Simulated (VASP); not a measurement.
A run of VASP 6.6.1 is set up as follows.

Contents of INCAR:

```
PREC     = Accurate       # precision mode
ENCUT    = 520            # plane-wave cutoff, eV
EDIFF    = 1E-6           # SCF threshold, eV
ISMEAR   = 0              # smearing method
SIGMA    = 0.1            # smearing width, eV
LREAL    = F              # projectors in reciprocal space
LASPH    = T              # aspherical terms in the spheres
NELM     = 80             # most SCF steps
ALGO     = Normal         # electronic algorithm
ISIF     = 2              # what is computed and relaxed
LWAVE    = F              # write WAVECAR
LCHARG   = F              # write CHGCAR
GGA      = PE             # functional
NBANDS   = 18             # bands
```

File KPOINTS:

```
Automatic mesh
0
Gamma
  6 6 6
```

POSCAR

```
LiCl
1.0
   -2.7578175395      0.0000000000     -2.7578175395
   -2.7578175395     -2.7578175395      0.0000000000
   -5.5156350791      2.7578175395      2.7578175395
Li Cl
2 2
Direct
    0.8750000000      0.8750000000      0.3750000000
    0.3750000000      0.3750000000      0.8750000000
    0.2500000000      0.2500000000      0.2500000000
    0.7500000000      0.7500000000      0.7500000000
```

Potentials or basis: VASP PAW PBE potentials, release 64 (Li_sv, Cl).

Launch:

```bash
$ cat potpaw_PBE.64/Li_sv/POTCAR potpaw_PBE.64/Cl/POTCAR > POTCAR
$ mpirun -np 1 vasp_std > vasp.out
```

What does it give for the band gap on the k mesh?

5.96 eV.

 A k mesh can miss the band edges.
